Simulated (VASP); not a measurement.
# GaN (F-43m) in VASP: a series of runs

GaN is run at these levels: BHLYP, r2SCAN+D4, B3LYP; tasks: single point.

All numbers are computed with VASP 6.6.1; they aren't measurements. Logs are shortened: lines on timing, memory, paths and dates and some standing lists are left out, and cuts for length are marked.

**1. The cell of the first run**

It takes space group F-43m (No. 216, cubic). Conventional cell: a = 4.595 Å, b = 4.595 Å, c = 4.595 Å, α = 90.00°, β = 90.00°, γ = 90.00°. Within 2.6 Å of Ga (site symmetry -43m) lie 4 N at 1.99 Å. Within 2.6 Å of N (site symmetry -43m) lie 4 Ga at 1.99 Å.

**2. Single point, BHLYP**

The input, POSCAR:

```
GaN
1.0
    0.0000000000      2.2976981147      2.2976981147
    2.2976981147      0.0000000000      2.2976981147
    2.2976981147      2.2976981147      0.0000000000
Ga N
1 1
Direct
    0.0000000000      0.0000000000      0.0000000000
    0.2500000000      0.2500000000      0.2500000000
```

The input, INCAR.step1:

```
PREC = Accurate ; ENCUT = 520
EDIFF = 1E-5 ; ISMEAR = -1
SIGMA = 0.05 ; LREAL = False
LASPH = True ; NELM = 100
ALGO = Normal ; ISIF = 2
LWAVE = True ; GGA = PE
NBANDS = 16
```

The input, INCAR.step2:

```
PREC = Accurate ; ENCUT = 520
EDIFF = 1E-7 ; ISMEAR = -1
SIGMA = 0.05 ; LREAL = False
LASPH = True ; NELM = 100
ALGO = Normal ; ISIF = 2
LWAVE = False ; LCHARG = True
GGA = B5 ; LHFCALC = True
AEXX = 0.5 ; ALDAX = 0.5
AGGAX = 0.5 ; AGGAC = 1.0
ALDAC = 0.0 ; PRECFOCK = Normal
LELF = True ; LVHAR = True
ISTART = 1 ; NBANDS = 16
```

The input, KPOINTS:

```
Automatic mesh
0
Gamma
  5 5 5
```

Potentials or basis: VASP PAW PBE potentials, release 64 (Ga_d, N).

Started as:

```sh
$ cat potpaw_PBE.64/Ga_d/POTCAR potpaw_PBE.64/N/POTCAR > POTCAR
$ cp INCAR.step1 INCAR
$ mpirun -np 1 vasp_std > vasp.out
$ cp INCAR.step2 INCAR
$ mpirun -np 1 vasp_std > vasp.out
```

OUTCAR:

```text
PREC = Accurate
   ENCUT = 520
   EDIFF = 1E-7
   ISMEAR = -1
   LREAL = False
   LASPH = True
   NELM = 100
   ISIF = 2
   GGA = B5
   LHFCALC = True
   AEXX = 0.5
   PRECFOCK = Normal
   ISTART = 1

 ion  position               nearest neighbor table
   1  0.000  0.000  0.000-   2 1.99   2 1.99   2 1.99   2 1.99
   2  0.250  0.250  0.250-   1 1.99   1 1.99   1 1.99   1 1.99

  LATTYP: Found a face centered cubic cell.
 ALAT       =     4.5953962294

  Lattice vectors:

 A1 = (   0.0000000000,   2.2976981147,   2.2976981147)
 A2 = (   2.2976981147,   0.0000000000,   2.2976981147)
 A3 = (   2.2976981147,   2.2976981147,   0.0000000000)

Analysis of symmetry for initial positions (statically):
=====================================================================
 Subroutine PRICEL returns:
 Original cell was already a primitive cell.

 Routine SETGRP: Setting up the symmetry group for a
 face centered cubic supercell.

 Subroutine GETGRP returns: Found 24 space group operations
 (whereof 24 operations were pure point group operations)
 out of a pool of 48 trial point group operations.

The static configuration has the point symmetry T_d .

Analysis of symmetry for dynamics (positions and initial velocities):
=====================================================================
 Subroutine PRICEL returns:
 Original cell was already a primitive cell.

 Routine SETGRP: Setting up the symmetry group for a
 face centered cubic supercell.

 Subroutine GETGRP returns: Found 24 space group operations
 (whereof 24 operations were pure point group operations)
 out of a pool of 48 trial point group operations.

The dynamic configuration has the point symmetry T_d .

 Subroutine INISYM returns: Found 24 space group operations
 (whereof 24 operations are pure point group operations),
 and found     1 'primitive' translations

----------------------------------------------------------------------------------------

                                     Primitive cell

  volume of cell :      24.2610
[... 72 lines left out ...]
   ENCUT  =  520.0 eV  38.22 Ry    6.18 a.u.   6.04  6.04  6.04*2*pi/ulx,y,z
   NELM   =    100;   NELMIN=  2; NELMDL=  0     # of ELM steps
   EDIFF  = 0.1E-06   stopping-criterion for ELM
   LREAL  =      F    real-space projection
   EDIFFG = 0.1E-05   stopping-criterion for IOM
   NSW    =      0    number of steps for IOM
   IBRION =     -1    ionic relax: 0-MD 1-quasi-New 2-CG
   NFREE  =      0    steps in history (QN), initial steepest desc. (CG)
   ISIF   =      2    stress and relaxation
   ISYM   =      3    0-nonsym 1-usesym 2-fastsym
   POTIM  = 0.5000    time-step for ionic-motion
   TEBEG  =    0.0;   TEEND  =   0.0 temperature during run
   PSTRESS=    0.0 pullay stress
   NELECT =      18.0000    total number of electrons
   NUPDOWN=      -1.0000    fix difference up-down
   EMIN   =  10.00;   EMAX   =-10.00  energy-range for DOS
   EFERMI =   0.00;   METHOD = LEGACY
   ISMEAR =    -1;   SIGMA  =   0.05  broadening in eV -4-tet -1-fermi 0-gaus
   EFERMI_NEDOS =   21; number of points for ismear=-14 and -15
   IALGO  =     38    algorithm
   IMIX   =      1    mixing-type and parameters
     AMIX     =   0.40;   BMIX     =  1.00
     AMIX_MAG =   1.60;   BMIX_MAG =  1.00
  volume/ion in A,a.u.               =      12.13        81.86
  Fermi-wavevector in a.u.,A,eV,Ry     =   1.482049  2.800667 29.884797  2.196471
  Thomas-Fermi vector in A             =   2.595884
   LORBIT       =      0    0 simple, 1 ext, 2 COOP (PROOUT), +10 PAW based schemes
   GGA     = B5    functional components
   LHFCALC =     T    Hartree Fock is set to
   PRECFOCK=normal    Normal, Fast or Accurate (Low or Medium for compatibility)
   ENCUT4O =  -1.0   cutoff for four orbital integrals eV
   NKREDX  =     1    reduce k-point grid by
   NKREDY  =     1    reduce k-point grid by
   NKREDZ  =     1    reduce k-point grid by
   AEXX    =    0.5000 exact exchange contribution
   HFSCREEN=    0.0000 screening length (either q_TF or 0.3 A-1)
   HFSCREENC=   0.0000 screening length for correlation (either q_TF or 0.3 A-1)
   ENCUTFOCK=  -1.0 apply spherical cutoff to Coloumb kernel
   IVDW    =     0    specifies the selected vdW correction
   LEPSILON=     F    determine dielectric tensor
   LRPA    =     F    only Hartree local field effects (RPA)
 non-spin polarized calculation
  energy-cutoff  :      520.00
  volume of cell :       24.26
 maximum number of plane-waves:       660
  NGX = 20; NGY = 20; NGZ = 20

 number of electron      17.9999985 magnetization

 Free energy of the ion-electron system (eV)
  ---------------------------------------------------
  ext. energy  EPLUGINS =         0.00000000
  ---------------------------------------------------
  free energy    TOTEN  =       -18.15649901 eV

  energy without entropy =      -18.15649901  energy(sigma->0) =      -18.15649901

 E-fermi :   3.6504     XC(G=0):  -5.9686

 val. band max:        2.6222003560   @ k =   0.0000   0.0000   0.0000
 cond. band min:       8.1022527167   @ k =   0.0000   0.0000   0.0000
 fundamental gap:      5.4800523607
 Fermi energy:         3.6503924825

 k-point     1 :       0.0000    0.0000    0.0000
  band No.  band energies     occupation
      1     -15.7535      2.00000
      2     -15.2774      2.00000
      3     -15.2774      2.00000
      4     -15.2774      2.00000
      5     -15.0126      2.00000
      6     -15.0126      2.00000
[... 167 lines left out ...]
      3     -15.1255      2.00000
      4     -15.0503      2.00000
      5     -14.9937      2.00000
      6     -12.0559      2.00000
[... 8 lines left out ...]
     15      26.6808      0.00000
     16      30.6083      0.00000

------------------------ aborting loop because EDIFF is reached ----------------------------------------

  FORCE on cell =-STRESS in cart. coord.  units (eV):
  Direction    XX          YY          ZZ          XY          YZ          ZX
  --------------------------------------------------------------------------------------
  -------------------------------------------------------------------------------------
  Total       -1.7497019     -1.7497019     -1.7497019      0.0000000     -0.0000000      0.0000000
  in kB     -115.5488826   -115.5488826   -115.5488826      0.0000000     -0.0000000      0.0000000
  external PRESSURE =    -115.5488826 kB  Pullay stress =       0.0000000 kB

 VOLUME and BASIS-vectors are now :
 -----------------------------------------------------------------------------
  energy-cutoff  :      520.00
  volume of cell :       24.26
      direct lattice vectors                 reciprocal lattice vectors
     0.000000000  2.297698115  2.297698115    -0.217609092  0.217609092  0.217609092
     2.297698115  0.000000000  2.297698115     0.217609092 -0.217609092  0.217609092
     2.297698115  2.297698115  0.000000000     0.217609092  0.217609092 -0.217609092

 POSITION                                       TOTAL-FORCE (eV/Angst)
 -----------------------------------------------------------------------------------
      0.00000      0.00000      0.00000         0.000000      0.000000      0.000000
      1.14885      1.14885      1.14885        -0.000000     -0.000000     -0.000000
 -----------------------------------------------------------------------------------
    total drift:                               -0.000035     -0.000022     -0.000016

  FREE ENERGIE OF THE ION-ELECTRON SYSTEM (eV)
  ---------------------------------------------------
  free  energy   TOTEN  =       -18.1564990091 eV

  energy  without entropy=      -18.1564990090  energy(sigma->0) =      -18.15649901
```

OSZICAR.step1:

```text
N       E                     dE             d eps       ncg     rms          rms(c)
DAV:   1     0.842001454247E+02    0.84200E+02   -0.90078E+03   344   0.195E+03
DAV:   2    -0.802542213899E+01   -0.92226E+02   -0.87294E+02   392   0.337E+02
DAV:   3    -0.139791102827E+02   -0.59537E+01   -0.59374E+01   352   0.705E+01
DAV:   4    -0.140507353074E+02   -0.71625E-01   -0.71611E-01   440   0.840E+00
DAV:   5    -0.140515882152E+02   -0.85291E-03   -0.85291E-03   352   0.797E-01    0.753E+00
DAV:   6    -0.121320404288E+02    0.19195E+01   -0.50334E+00   488   0.381E+01    0.270E+00
DAV:   7    -0.121339738480E+02   -0.19334E-02   -0.29548E-01   320   0.672E+00    0.175E+00
DAV:   8    -0.121304765411E+02    0.34973E-02   -0.69276E-02   360   0.318E+00    0.871E-01
DAV:   9    -0.121256868761E+02    0.47897E-02   -0.13798E-02   472   0.247E+00    0.240E-01
DAV:  10    -0.121261294398E+02   -0.44256E-03   -0.13131E-03   360   0.434E-01    0.115E-01
DAV:  11    -0.121260455994E+02    0.83840E-04   -0.23460E-04   448   0.256E-01    0.762E-03
DAV:  12    -0.121260509593E+02   -0.53599E-05   -0.27436E-05   360   0.488E-02
   1 F= -.12126051E+02 E0= -.12126051E+02  d E =-.594722E-07
```

Wall time 7.1 min (1 thread of Intel Xeon 6975P-C (Granite Rapids), shared host); peak memory 0.15 GiB.

What came out:

| Item | Value |
| --- | --- |
| Free energy | -18.1565 eV |
| Pressure | -11.6 GPa |
| Band gap on the k mesh | 5.48 eV |

Levels at points of the mesh, in eV from the valence-band top:
| k point | band 7 | band 8 | band 9 | band 10 | band 11 | band 12 |
| --- | --- | --- | --- | --- | --- | --- |
| (0.00, 0.00, 0.00) | 0.00 | 0.00 | 0.00 | 5.48 | 14.72 | 14.72 |

Caveat: the k points lie up to 0.47 Å⁻¹ apart; the PAW data sets were made with another functional, which shifts forces and pressure a little.

**3. Single point, r2SCAN+D4**

This run uses another cell than the first one, of 11.21 Å³/atom.

The input, POSCAR:

```
GaN
1.0
    0.0000000000      2.2383759866      2.2383759866
    2.2383759866      0.0000000000      2.2383759866
    2.2383759866      2.2383759866      0.0000000000
Ga N
1 1
Direct
    0.0000000000      0.0000000000      0.0000000000
    0.2500000000      0.2500000000      0.2500000000
```

The input, INCAR.step1:

```
SYSTEM = GaN
PREC = Accurate
ENCUT = 1460
ISMEAR = -1
SIGMA = 0.05
LREAL = .FALSE.
LASPH = .TRUE.
NELM = 120
NBANDS = 16
GGA = PE
ALGO = Normal
EDIFF = 1E-5
LWAVE = .TRUE.
LCHARG = .FALSE.
GGA_COMPAT = .FALSE.
```

The input, INCAR.step2:

```
SYSTEM = GaN
PREC = Accurate
ENCUT = 1460
EDIFF = 1E-6
ISMEAR = -1
SIGMA = 0.05
LREAL = .FALSE.
LASPH = .TRUE.
NELM = 120
ALGO = Normal
ISIF = 2
LWAVE = .FALSE.
LCHARG = .TRUE.
METAGGA = R2SCAN
LMIXTAU = .TRUE.
IVDW = 13
VDW_S6 = 1.0
VDW_S8 = 0.6018749
VDW_A1 = 0.51559235
VDW_A2 = 5.77342911
LELF = .TRUE.
LVHAR = .TRUE.
NBANDS = 16
ISTART = 1
GGA_COMPAT = .FALSE.
```

The input, KPOINTS:

```
Automatic mesh
0
G
  10 10 10
  0 0 0
```

Potentials or basis: VASP PAW PBE potentials, release 64 (Ga_d, N_h).

Started as:

```sh
$ cat potpaw_PBE.64/Ga_d/POTCAR potpaw_PBE.64/N_h/POTCAR > POTCAR
$ cp INCAR.step1 INCAR
$ mpirun -np 1 vasp_std > vasp.out
$ cp INCAR.step2 INCAR
$ mpirun -np 1 vasp_std > vasp.out
```

It took 3.7 min on 1 thread of AMD EPYC 7R13 (Zen 3), shared host; peak memory 0.29 GiB.

It converged, with:

```
Free energy                : -22.1916 eV
Pressure                   : 2.0 GPa
Band gap on the k mesh     : 2.25 eV
Dispersion energy per atom : -0.148 eV
```

Levels at points of the mesh, in eV from the valence-band top:
```
           k point  band 7  band 8  band 9  band 10  band 11  band 12
(0.00, 0.00, 0.00)    0.00    0.00    0.00     2.25    11.14    11.14
(0.50, 0.00, 0.00)   -7.29   -1.02   -1.02     5.31     9.55    11.11
(0.50, 0.50, 0.00)   -6.30   -2.85   -2.85     3.78     7.37    12.73
```

Caveat: the PAW data sets were made with another functional, which shifts forces and pressure a little.

**4. Single point, B3LYP**

This run uses another cell than the first one, of 11.90 Å³/atom.

The input, POSCAR:

```
GaN
1.0
    0.0000000000      2.2831553320      2.2831553320
    2.2831553320      0.0000000000      2.2831553320
    2.2831553320      2.2831553320      0.0000000000
Ga N
1 1
Direct
    0.0000000000      0.0000000000      0.0000000000
    0.2500000000      0.2500000000      0.2500000000
```

The input, INCAR.step1:

```
ALGO = Normal
EDIFF = 1E-5
ENCUT = 1000
GGA = PE
GGA_COMPAT = False
ISIF = 2
ISMEAR = -1
LASPH = True
LCHARG = False
LREAL = False
LWAVE = True
NBANDS = 16
NELM = 120
PREC = Accurate
SIGMA = 0.05
```

The input, INCAR.step2:

```
AEXX = 0.2
AGGAC = 0.81
AGGAX = 0.72
ALDAC = 0.19
ALGO = Normal
EDIFF = 1E-6
ENCUT = 1000
GGA = B3
GGA_COMPAT = False
ISIF = 2
ISMEAR = -1
ISTART = 1
LASPH = True
LCHARG = False
LHFCALC = True
LREAL = False
LWAVE = False
NBANDS = 16
NELM = 120
PREC = Accurate
PRECFOCK = Normal
SIGMA = 0.05
```

The input, KPOINTS:

```
k-points
0
Gamma
  5 5 5
```

Started as:

```sh
$ cat potpaw_PBE.64/Ga_d/POTCAR potpaw_PBE.64/N_h/POTCAR > POTCAR
$ cp INCAR.step1 INCAR
$ mpirun -np 1 vasp_std > vasp.out
$ cp INCAR.step2 INCAR
$ mpirun -np 1 vasp_std > vasp.out
```

Run time: 17 min. Hardware: 1 thread of Intel Xeon 6975P-C (Granite Rapids), shared host; peak memory 0.23 GiB.

Results (log left out):

- Free energy: -13.9961 eV
- Pressure: -2.1 GPa
- Band gap on the k mesh: 3.13 eV

Levels at points of the mesh, in eV from the valence-band top:
| k point | band 5 | band 6 | band 7 | band 8 | band 9 | band 10 | band 11 | band 12 | band 13 | band 14 |
| --- | --- | --- | --- | --- | --- | --- | --- | --- | --- | --- |
| (0.00, 0.00, 0.00) | -15.01 | -15.01 | 0.00 | 0.00 | 0.00 | 3.13 | 11.94 | 11.94 | 11.94 | 19.29 |

Caveat: the k points lie up to 0.48 Å⁻¹ apart; the PAW data sets were made with another functional, which shifts forces and pressure a little.

**5. The runs side by side**

| level | potentials or basis | cell | k mesh | cutoff (eV) | grid for exact exchange (PRECFOCK) | share of exact exchange | gap on the mesh (eV) | pressure (GPa) |
| --- | --- | --- | --- | --- | --- | --- | --- | --- |
| BHLYP | VASP PAW PBE potentials, release 64 (Ga_d, N) | a = 3.249 Å, angles 60.0°, 2 atoms | 5 × 5 × 5 | 520 | Normal | 0.5 | 5.48 | -11.6 |
| r2SCAN+D4 | VASP PAW PBE potentials, release 64 (Ga_d, N_h) | a = 3.166 Å, angles 60.0°, 2 atoms | 10 × 10 × 10 | 1460 | - | - | 2.25 | 2.0 |
| B3LYP | VASP PAW PBE potentials, release 64 (Ga_d, N_h) | a = 3.229 Å, angles 60.0°, 2 atoms | 5 × 5 × 5 | 1000 | Normal | 0.2 | 3.13 | -2.1 |

Alike in all rows: task single point; no spin polarisation; smearing fermi-dirac 0.05 eV.

Caveats: some runs use coarse meshes; the PAW data sets were made with another functional, which shifts forces and pressure a little.

Total energies depend on the potentials used, so only differences within one code and one set of settings carry meaning.
